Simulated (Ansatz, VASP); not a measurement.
Two plane-wave programs on Ag

Contents of POSCAR:

```
Ag
1.0
   -1.7384367000      1.7384367000      1.7384367000
    1.7384367000     -1.7384367000      1.7384367000
    1.7384367000      1.7384367000     -1.7384367000
Ag
1
Direct
    0.0000000000      0.0000000000      0.0000000000
```

File INCAR.step1:

```
SYSTEM = Ag
PREC = Accurate
ENCUT = 520
ISMEAR = 0
SIGMA = 0.15
LREAL = .False.
LASPH = .True.
NELM = 60
NBANDS = 12
GGA = PE
ALGO = Normal
EDIFF = 1E-4
LWAVE = .True.
LCHARG = .False.
```

Contents of INCAR.step2:

```
SYSTEM = Ag
PREC = Accurate
ENCUT = 520
EDIFF = 1E-7
ISMEAR = 0
SIGMA = 0.15
LREAL = .False.
LASPH = .True.
NELM = 60
ALGO = Normal
ISIF = 2
LWAVE = .False.
LCHARG = .False.
METAGGA = R2SCAN
LMIXTAU = .True.
NBANDS = 12
ISTART = 1
```

KPOINTS

```
Automatic mesh
0
Gamma
  20 20 20
  0 0 0
```

Input for Ansatz:

```yaml
crystal:
  lattice:
    - [-1.7384367, 1.7384367, 1.7384367]
    - [1.7384367, -1.7384367, 1.7384367]
    - [1.7384367, 1.7384367, -1.7384367]
  atoms:
    - { symbol: Ag, position: [0.0, 0.0, 0.0] }
basis:
  ecutwfc: 500
kpoints:
  mp_grid: { grid: [20, 20, 20] }
hamiltonian:
  xc: r2scan
scf:
  occupations: { method: gaussian, width: 0.15 }
output:
  forces: true
  stress: true
  eigenvalues: true
```

Change from the starting cell: strain +0.050 along x and y, +0.050 along z, atoms carried along.

Alike in both runs: task single point; functional r2SCAN; k mesh 20 × 20 × 20; occupations gaussian, width 0.15 eV; no spin polarisation.

|  | VASP | Ansatz |
| --- | --- | --- |
| version | VASP 6.6.1 | Ansatz 0.2.0 |
| potentials or method | VASP PAW PBE potentials, release 64 (Ag), cutoff 520 eV | scalar-relativistic, plane waves, PAW |
| valence electrons in the cell | 11 | 19 |

```tsv
	VASP	Ansatz	Ansatz less VASP
gap on the k mesh at the Fermi level (eV)	none	none	-
pressure (GPa)	-11.0	-11.0	+0.03
```

VASP's potentials were made for PBE, not for r2SCAN. A gap of «none» marks a metal or a gap that the smearing closes. VASP's potentials hold 11 valence electrons a cell and Ansatz's 19, so a difference there can come from the potentials and not from the codes.
